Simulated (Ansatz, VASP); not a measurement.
# One calculation of W3O, two programs

```
CELL_PARAMETERS angstrom
5.07988 0.00000 0.00000
0.00000 5.07988 0.00000
0.00000 0.00000 4.49374
ATOMIC_POSITIONS crystal
W 0.50000 0.75000 0.00000
W 0.00000 0.50000 0.75000
W 0.25000 0.00000 0.50000
W 0.50000 0.25000 0.00000
W 0.00000 0.50000 0.25000
W 0.75000 0.00000 0.50000
O 0.50000 0.50000 0.50000
O 0.00000 0.00000 0.00000
```

Change from the starting cell: strain +0.040 along x and y, -0.080 along z, atoms carried along.

Alike in both runs: task single point; functional PBE; k mesh 8 × 8 × 8; occupations gaussian, width 0.15 eV; no spin polarisation.

```csv
,VASP,Ansatz
version,VASP 6.6.1,Ansatz 0.2.0
potentials or method,"VASP PAW PBE potentials, release 64 (W_sv, O), cutoff 520 eV","scalar-relativistic, plane waves, PAW"
valence electrons in the cell,96,96
```

|  | VASP | Ansatz | Ansatz less VASP |
| --- | --- | --- | --- |
| gap on the k mesh at the Fermi level (eV) | none | none | - |
| pressure (GPa) | 4.1 | 3.0 | -1.10 |
| traceless stress, the component that is largest in VASP (GPa) | 13.83 | 12.62 | -1.214 |
| rms of the force components (eV/Å) | 0.252 | 0.250 | -0.0021 |

Atom by atom the forces differ by 0.002 eV/Å (rms over components). A gap of «none» marks a metal or a gap that the smearing closes. The functional is the same, so the differences come from potentials, cutoffs and numerics.

Spin-orbit coupling is off throughout.
